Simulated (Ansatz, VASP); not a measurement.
**One calculation of Pt, two programs**

File INCAR:

```
SYSTEM = Pt
PREC = Accurate
ENCUT = 520
EDIFF = 1E-6
ISMEAR = -1
SIGMA = 0.1
LREAL = .False.
LASPH = .True.
NELM = 100
ALGO = Normal
ISIF = 2
LWAVE = .False.
LCHARG = .False.
GGA = PE
NBANDS = 11
```

KPOINTS

```
Automatic mesh
0
Gamma
  22 22 22
  0 0 0
```

File POSCAR:

```
Pt
1.0
    0.0000000000      1.9857786488      1.9857786488
    1.9857786488      0.0000000000      1.9857786488
    1.9857786488      1.9857786488      0.0000000000
Pt
1
Direct
    0.0000000000      0.0000000000      0.0000000000
```

Input for Ansatz:

```yaml
crystal:
  lattice:
    - [0.0, 1.9857786488, 1.9857786488]
    - [1.9857786488, 0.0, 1.9857786488]
    - [1.9857786488, 1.9857786488, 0.0]
  atoms:
    - { symbol: Pt, position: [0.0, 0.0, 0.0] }
hamiltonian:
  xc: pbe
  pseudopotentials:
    kind: paw
    azcp:
      Pt: "pseudopotentials/Pt.paw.azcp"
basis:
  ecutwfc: 420
  fft_grid_basis: typed
kpoints:
  mp_grid: { grid: [22, 22, 22], shift: [0, 0, 0] }
magnetization:
  spin_polarized: false
scf:
  occupations: { method: fermi_dirac, width: 0.1 }
  lower_state_search: "off"
output:
  stress: true
```

Alike in both runs: task single point; functional PBE; k mesh 22 × 22 × 22; occupations fermi-dirac, width 0.1 eV; no spin polarisation.

|  | VASP | Ansatz |
| --- | --- | --- |
| version | VASP 6.6.1 | Ansatz 0.2.0 |
| potentials or method | VASP PAW PBE potentials, release 64 (Pt), cutoff 520 eV | plane waves (420 eV) with PAW, scalar-relativistic |
| valence electrons in the cell | 10 | 18 |

|  | VASP | Ansatz | Ansatz less VASP |
| --- | --- | --- | --- |
| pressure (GPa) | -0.4 | 0.1 | +0.48 |

VASP's potentials hold 10 valence electrons a cell and Ansatz's 18, so a difference there can come from the potentials and not from the codes.

Spin-orbit coupling is off throughout.
